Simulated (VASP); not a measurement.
# Cu (P6_3/mmc) in VASP: notebook

The runs below take Cu through single point, with r2SCAN.

All numbers are computed with VASP 6.6.1; they aren't measurements. Logs are shortened: lines on timing, memory, paths and dates and some standing lists are left out, and cuts for length are marked.

**1. The cell of the first run**

It takes space group P6_3/mmc (No. 194, hexagonal). The conventional cell has a = 2.433 Å, b = 2.433 Å, c = 4.277 Å, α = 90.00°, β = 90.00°, γ = 120.00°. Within 3.2 Å of Cu (site symmetry -6m2) lie 12 Cu at 2.43 to 2.56 Å.

**2. Single point, r2SCAN (strain -0.040 along x and y, +0.040 along z)**

POSCAR

```
Cu
1.0
    2.4327328030      0.0000000000      0.0000000000
   -1.2163664015      2.1068084080      0.0000000000
    0.0000000000      0.0000000000      4.2770738400
Cu
2
Direct
    0.3333333333      0.6666666667      0.2500000000
    0.6666666667      0.3333333333      0.7500000000
```

INCAR.step1

```
PREC     = Accurate       # precision mode
ENCUT    = 520            # plane-wave cutoff, eV
ISMEAR   = 0              # smearing method
SIGMA    = 0.15           # smearing width, eV
LREAL    = False          # projectors in reciprocal space
LASPH    = True           # aspherical terms in the spheres
NELM     = 60             # most SCF steps
NBANDS   = 18             # bands
GGA      = PE             # functional
ALGO     = Normal         # electronic algorithm
EDIFF    = 1E-4           # SCF threshold, eV
LWAVE    = True           # write WAVECAR
LCHARG   = False          # write CHGCAR
```

INCAR.step2

```
PREC     = Accurate       # precision mode
ENCUT    = 520            # plane-wave cutoff, eV
EDIFF    = 1E-6           # SCF threshold, eV
ISMEAR   = 0              # smearing method
SIGMA    = 0.15           # smearing width, eV
LREAL    = False          # projectors in reciprocal space
LASPH    = True           # aspherical terms in the spheres
NELM     = 60             # most SCF steps
ALGO     = Normal         # electronic algorithm
ISIF     = 2              # what is computed and relaxed
LWAVE    = False          # write WAVECAR
LCHARG   = True           # write CHGCAR
METAGGA  = R2SCAN         # meta-GGA
LMIXTAU  = True         
LELF     = True           # ELF
LVHAR    = True         
NBANDS   = 18             # bands
ISTART   = 1
```

KPOINTS

```
regular mesh
0
Gamma
  24 24 12
```

Potentials or basis: VASP PAW PBE potentials, release 64 (Cu).

Run with:

```sh
cat potpaw_PBE.64/Cu/POTCAR > POTCAR
cp INCAR.step1 INCAR
mpirun -np 1 vasp_std > vasp.out
cp INCAR.step2 INCAR
mpirun -np 1 vasp_std > vasp.out
```

OUTCAR:

```text
PREC = Accurate
   ENCUT = 520
   EDIFF = 1E-6
   ISMEAR = 0
   LREAL = False
   LASPH = True
   NELM = 60
   ISIF = 2
   METAGGA = R2SCAN
   ISTART = 1

 ion  position               nearest neighbor table
   1  0.333  0.667  0.250-   2 2.56   2 2.56   2 2.56   2 2.56   2 2.56   2 2.56
   2  0.667  0.333  0.750-   1 2.56   1 2.56   1 2.56   1 2.56   1 2.56   1 2.56

  LATTYP: Found a hexagonal cell.
 ALAT       =     2.4327328030
 C/A-ratio  =     1.7581354741

  Lattice vectors:

 A1 = (   2.4327328030,   0.0000000000,   0.0000000000)
 A2 = (  -1.2163664015,   2.1068084080,   0.0000000000)
 A3 = (   0.0000000000,   0.0000000000,   4.2770738400)

Analysis of symmetry for initial positions (statically):
=====================================================================
 Subroutine PRICEL returns:
 Original cell was already a primitive cell.

 Routine SETGRP: Setting up the symmetry group for a
 hexagonal supercell.

 Subroutine GETGRP returns: Found 24 space group operations
 (whereof 12 operations were pure point group operations)
 out of a pool of 24 trial point group operations.

The static configuration has the point symmetry D_3d.
 The point group associated with its full space group is D_6h.

Analysis of symmetry for dynamics (positions and initial velocities):
=====================================================================
 Subroutine PRICEL returns:
 Original cell was already a primitive cell.

 Routine SETGRP: Setting up the symmetry group for a
 hexagonal supercell.

 Subroutine GETGRP returns: Found 24 space group operations
 (whereof 12 operations were pure point group operations)
 out of a pool of 24 trial point group operations.

The dynamic configuration has the point symmetry D_3d.
 The point group associated with its full space group is D_6h.

 Subroutine INISYM returns: Found 24 space group operations
 (whereof 12 operations are pure point group operations),
 and found     1 'primitive' translations

----------------------------------------------------------------------------------------

                                     Primitive cell

  volume of cell :      21.9213

  direct lattice vectors                    reciprocal lattice vectors
     2.432732803  0.000000000  0.000000000     0.411060351  0.237325804  0.000000000
    -1.216366401  2.106808408  0.000000000     0.000000000  0.474651609  0.000000000
     0.000000000  0.000000000  4.277073840     0.000000000  0.000000000  0.233804708
[... 76 lines left out ...]
   ISTART =      1    job   : 0-new  1-cont  2-samecut
   ICHARG =      0    charge: 1-file 2-atom 10-const
   ISPIN  =      1    spin polarized calculation?
   LNONCOLLINEAR =      F non collinear calculations
   LSORBIT =      F    spin-orbit coupling
   LASPH  =      T    aspherical Exc in radial PAW
   ENCUT  =  520.0 eV  38.22 Ry    6.18 a.u.   4.52  4.52  7.95*2*pi/ulx,y,z
   NELM   =     60;   NELMIN=  2; NELMDL=  0     # of ELM steps
   EDIFF  = 0.1E-05   stopping-criterion for ELM
   LREAL  =      F    real-space projection
   EDIFFG = 0.1E-04   stopping-criterion for IOM
   NSW    =      0    number of steps for IOM
   IBRION =     -1    ionic relax: 0-MD 1-quasi-New 2-CG
   NFREE  =      0    steps in history (QN), initial steepest desc. (CG)
   ISIF   =      2    stress and relaxation
   ISYM   =      2    0-nonsym 1-usesym 2-fastsym
   POTIM  = 0.5000    time-step for ionic-motion
   TEBEG  =    0.0;   TEEND  =   0.0 temperature during run
   PSTRESS=    0.0 pullay stress
   NELECT =      22.0000    total number of electrons
   NUPDOWN=      -1.0000    fix difference up-down
   EMIN   =  10.00;   EMAX   =-10.00  energy-range for DOS
   EFERMI =   0.00;   METHOD = LEGACY
   ISMEAR =     0;   SIGMA  =   0.15  broadening in eV -4-tet -1-fermi 0-gaus
   EFERMI_NEDOS =   21; number of points for ismear=-14 and -15
   IALGO  =     38    algorithm
   IMIX   =      4    mixing-type and parameters
     AMIX     =   0.40;   BMIX     =  1.00
     AMIX_MAG =   1.60;   BMIX_MAG =  1.00
  volume/ion in A,a.u.               =      10.96        73.97
  Fermi-wavevector in a.u.,A,eV,Ry     =   1.639055  3.097366 36.552091  2.686503
  Thomas-Fermi vector in A             =   2.729925
   LORBIT       =      0    0 simple, 1 ext, 2 COOP (PROOUT), +10 PAW based schemes
   METAGGA = R2SCAN    functional components
   LHFCALC =     F    Hartree Fock is set to
   AEXX    =    0.0000 exact exchange contribution
   IVDW    =     0    specifies the selected vdW correction
   LEPSILON=     F    determine dielectric tensor
   LRPA    =     F    only Hartree local field effects (RPA)
 non-spin polarized calculation
 Gauss-broadening in eV      SIGMA  =   0.15
  energy-cutoff  :      520.00
  volume of cell :       21.92
 maximum number of plane-waves:       608
   NGX =  9   NGY =  9   NGZ = 15

 number of electron      22.0000043 magnetization

 Free energy of the ion-electron system (eV)
  ---------------------------------------------------
  ext. energy  EPLUGINS =         0.00000000
  ---------------------------------------------------
  free energy    TOTEN  =       -21.55680711 eV

  energy without entropy =      -21.54761681  energy(sigma->0) =      -21.55221196

 E-fermi :   8.3785     XC(G=0): -14.2482

 val. band max:        8.3740556990   @ k =   0.2917   0.2083   0.1667
 cond. band min:       8.3823911006   @ k =   0.1667   0.1250   0.2500
 fundamental gap:      0.0083354015
 Fermi energy:         8.3785313753

 k-point     1 :       0.0000    0.0000    0.0000
  band No.  band energies     occupation
      1      -1.9169      2.00000
      2       2.4797      2.00000
      3       4.6772      2.00000
      4       5.0104      2.00000
      5       5.0106      2.00000
      6       5.1880      2.00000
[... 481 lines left out ...]
      5       5.0894      2.00000
      6       5.1489      2.00000
[... 10 lines left out ...]
     17      23.4961      0.00000
     18      30.9178      0.00000

 [... further k-points ...]
[... 5 lines left out ...]
  --------------------------------------------------------------------------------------
  -------------------------------------------------------------------------------------
  Total        2.0835666      2.0835666     -0.1855662      0.0000000      0.0000000      0.0000000
  in kB      152.2831235    152.2831235    -13.5626106      0.0000000      0.0000000      0.0000000
  external PRESSURE =      97.0012121 kB  Pullay stress =       0.0000000 kB

 VOLUME and BASIS-vectors are now :
 -----------------------------------------------------------------------------
  energy-cutoff  :      520.00
  volume of cell :       21.92
      direct lattice vectors                 reciprocal lattice vectors
     2.432732803  0.000000000  0.000000000     0.411060351  0.237325804  0.000000000
    -1.216366401  2.106808408  0.000000000     0.000000000  0.474651609  0.000000000
     0.000000000  0.000000000  4.277073840     0.000000000  0.000000000  0.233804708

 POSITION                                       TOTAL-FORCE (eV/Angst)
 -----------------------------------------------------------------------------------
     -0.00000      1.40454      1.06927        -0.000000      0.000000      0.000000
      1.21637      0.70227      3.20781         0.000000     -0.000000      0.000000
 -----------------------------------------------------------------------------------
    total drift:                                0.000000     -0.000000      0.000000

  FREE ENERGIE OF THE ION-ELECTRON SYSTEM (eV)
  ---------------------------------------------------
  free  energy   TOTEN  =       -21.5568071131 eV

  energy  without entropy=      -21.5476168135  energy(sigma->0) =      -21.55221196
```

OUTCAR.step1:

```text
PREC = Accurate
   ENCUT = 520
   ISMEAR = 0
   LREAL = False
   LASPH = True
[... 728 lines left out ...]
     -0.00000      1.40454      1.06927        -0.000000      0.000000      0.000000
      1.21637      0.70227      3.20781         0.000000     -0.000000      0.000000
 -----------------------------------------------------------------------------------
    total drift:                                0.000000     -0.000000      0.000000

  FREE ENERGIE OF THE ION-ELECTRON SYSTEM (eV)
  ---------------------------------------------------
  free  energy   TOTEN  =        -7.2923420189 eV

  energy  without entropy=       -7.2826562894  energy(sigma->0) =       -7.28749915
```

OSZICAR.step1:

```text
N       E                     dE             d eps       ncg     rms          rms(c)
DAV:   1     0.122074559977E+03    0.12207E+03   -0.10560E+04 16668   0.224E+03
DAV:   2    -0.280131698830E+01   -0.12488E+03   -0.11859E+03 15420   0.290E+02
DAV:   3    -0.909386500952E+01   -0.62925E+01   -0.60157E+01 16986   0.872E+01
DAV:   4    -0.916127491253E+01   -0.67410E-01   -0.67362E-01 18234   0.976E+00
DAV:   5    -0.916210552780E+01   -0.83062E-03   -0.83059E-03 18602   0.943E-01    0.110E+01
DAV:   6    -0.793487620269E+01    0.12272E+01   -0.10477E+01 16364   0.950E+01    0.497E+00
DAV:   7    -0.732162515618E+01    0.61325E+00   -0.19369E+00 16732   0.379E+01    0.890E-01
DAV:   8    -0.729566027738E+01    0.25965E-01   -0.13238E-02 18106   0.131E+00    0.429E-01
DAV:   9    -0.729230759733E+01    0.33527E-02   -0.43412E-03 18664   0.194E+00    0.270E-02
DAV:  10    -0.729234201895E+01   -0.34422E-04   -0.18490E-04 14632   0.170E-01
   1 F= -.72923420E+01 E0= -.72874992E+01  d E =-.968573E-02
```

It took 15 min on 1 thread of AMD EPYC 7R13, shared host; peak memory 0.22 GiB.

Results:

```
Free energy            : -21.5568 eV
Pressure               : 9.7 GPa
Band gap on the k mesh : zero (band 11 reaches 13.19 eV, above the bottom of band 12 at 6.19 eV)
```

Levels at points of the mesh, in eV from the Fermi level:
```tsv
k point	band 9	band 10	band 11	band 12	band 13	band 14
(0.00, 0.00, 0.00)	-2.59	-1.99	-1.96	-1.96	3.30	23.00
(0.50, 0.00, 0.00)	-1.70	-1.63	0.11	2.04	8.15	8.49
(0.00, 0.00, 0.50)	-2.19	-2.19	-2.19	-2.19	11.65	11.65
(0.50, 0.00, 0.50)	-1.66	-1.66	0.51	0.51	5.73	5.73
```

Caveat: the cell differs from its parent crystal (strain -0.040 along x and y, +0.040 along z); the PAW data sets were made with another functional, which shifts forces and pressure a little.

[end of part 1 of 2]
